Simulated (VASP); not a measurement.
A run of VASP 6.6.1 is set up as follows.

File INCAR:

```
PREC = Accurate ; ENCUT = 750
EDIFF = 1E-6 ; ISMEAR = 1
SIGMA = 0.21 ; LREAL = False
LASPH = True ; NELM = 120
ALGO = Normal ; ISIF = 2
LWAVE = False ; LCHARG = False
GGA = PE ; ISYM = 0
NBANDS = 13 ; GGA_COMPAT = False
```

Contents of KPOINTS:

```
Automatic mesh
0
Gamma
  2 2 2
  0.5 0.5 0
```

The input POSCAR:

```
Li2S
1.0
    0.0000000000      2.8351678429      2.8351678429
    2.8351678429      0.0000000000      2.8351678429
    2.8351678429      2.8351678429      0.0000000000
Li S
2 1
Direct
    0.7500000000      0.7500000000      0.7500000000
    0.2500000000      0.2500000000      0.2500000000
    0.0000000000      0.0000000000      0.0000000000
```

Potentials or basis: VASP PAW PBE potentials, release 64 (Li_sv, S).

Run with:

```sh
$ cat potpaw_PBE.64/Li_sv/POTCAR potpaw_PBE.64/S/POTCAR > POTCAR
$ mpirun -np 1 vasp_std > vasp.out
```

(1) What does it give for the pressure?

(2) What does it give for the band gap on the k mesh?

## Answers

(1) -0.2 GPa.

(2) 5.42 eV (least direct gap 5.69 eV).

Caveat: the k points lie up to 0.96 Å⁻¹ apart; a shifted mesh leaves out Γ, where band edges can lie.
